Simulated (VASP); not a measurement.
Wanted: the native input for a VASP 6.6.1 run.

| Property | Result |
| --- | --- |
| Task | single point |
| Functional | r2SCAN |
| Potentials or basis | VASP PAW PBE potentials, release 64 (W_sv, Se) |
| Cutoff | 520 eV |
| k mesh | 12 × 12 × 2 |
| Occupations | gaussian, width 0.05 eV |
| Spin | no spin polarisation |
| Dipole correction | no |
| Further INCAR settings | ALGO = Normal; EDIFF = 1e-06; NBANDS = 20 |

Slab: WSe2, a slab with vacuum.

```xyz
3
Lattice="3.3910 0.0870 0.1506 -1.6202 2.8633 -0.0614 0.7563 0.0808 16.3504" Properties=species:S:1:pos:R:3 pbc="T T T"
W    -0.0014   -0.0045   -0.0396
Se    0.0592    1.9481    1.7203
Se    0.7990    2.0129   14.6882
```

This cell differs from its parent crystal: atoms moved at random and the cell strained at random.

These files were run (other wordings do the same):

POSCAR

```
WSe2
1.0
    3.3910314255      0.0869513525      0.1506370202
   -1.6202136327      2.8633190719     -0.0613826574
    0.7562929879      0.0807906817     16.3503663442
W Se
1 2
Direct
   -0.0005990251     -0.0014961200     -0.0024218494
    0.3131915205      0.6679056498      0.1048375090
    0.3540741712      0.6669238035      0.8975843404
```

INCAR.step1

```
SYSTEM = WSe2
ALGO = Normal ; EDIFF = 1E-4
ENCUT = 520 ; GGA = PE
ISMEAR = 0 ; LASPH = .TRUE.
LCHARG = .FALSE. ; LREAL = .FALSE.
LWAVE = .TRUE. ; NBANDS = 20
NELM = 100 ; PREC = Accurate
SIGMA = 0.05
```

INCAR.step2

```
SYSTEM = WSe2
ALGO = Normal ; EDIFF = 1E-6
ENCUT = 520 ; ISIF = 2
ISMEAR = 0 ; ISTART = 1
LASPH = .TRUE. ; LCHARG = .FALSE.
LMIXTAU = .TRUE. ; LREAL = .FALSE.
LWAVE = .FALSE. ; METAGGA = R2SCAN
NBANDS = 20 ; NELM = 100
PREC = Accurate ; SIGMA = 0.05
```

KPOINTS

```
k-points
0
G
  12 12 2
  0 0 0
```

Potentials or basis: VASP PAW PBE potentials, release 64 (W_sv, Se).

Launch:

```console
$ cat potpaw_PBE.64/W_sv/POTCAR potpaw_PBE.64/Se/POTCAR > POTCAR
$ cp INCAR.step1 INCAR
$ mpirun -np 1 vasp_std > vasp.out
$ cp INCAR.step2 INCAR
$ mpirun -np 1 vasp_std > vasp.out
```

Results of the run:

| Quantity | Value |
| --- | --- |
| Largest force | 1.717 eV/Å |
| Band gap on the k mesh | 1.49 eV, direct |

Caveat: the cell differs from its parent crystal (atoms moved at random and the cell strained at random); the PAW data sets were made with another functional, which shifts forces and pressure a little; spin-orbit coupling is left out, which moves the levels of the heavy elements.

Wall time 28 min on 1 thread of Intel(R) Xeon(R) 6975P-C (Granite Rapids), on a shared host, peak memory 0.64 GiB.
